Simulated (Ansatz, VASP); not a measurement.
## Sn in VASP and in Ansatz

```xyz
2
Lattice="0.0000 3.3281 3.3281 3.3281 0.0000 3.3281 3.3281 3.3281 0.0000" Properties=species:S:1:pos:R:3 pbc="T T T"
Sn    0.0000    0.0000    0.0000
Sn    1.6640    1.6640    1.6640
```

Alike in both runs: functional PBE; k mesh 10 × 10 × 10; occupations gaussian, width 0.05 eV; no spin polarisation.

Ansatz relaxed the structure, and its values are those at the end. VASP's run is a single point on that final structure, the one shown.

```csv
,VASP,Ansatz
version,VASP 6.6.1,Ansatz 0.2.0
potentials or method,"VASP PAW PBE potentials, release 64 (Sn_d)","scalar-relativistic, plane waves, PAW"
plane-wave cutoff (eV),520,420
valence electrons in the cell,28,28
```

```tsv
	VASP	Ansatz	Ansatz less VASP
gap on the k mesh at the Fermi level (eV)	none	none	-
pressure (GPa)	0.0	0.0	+0.04
```

A gap of «none» marks a metal or a gap that the smearing closes.
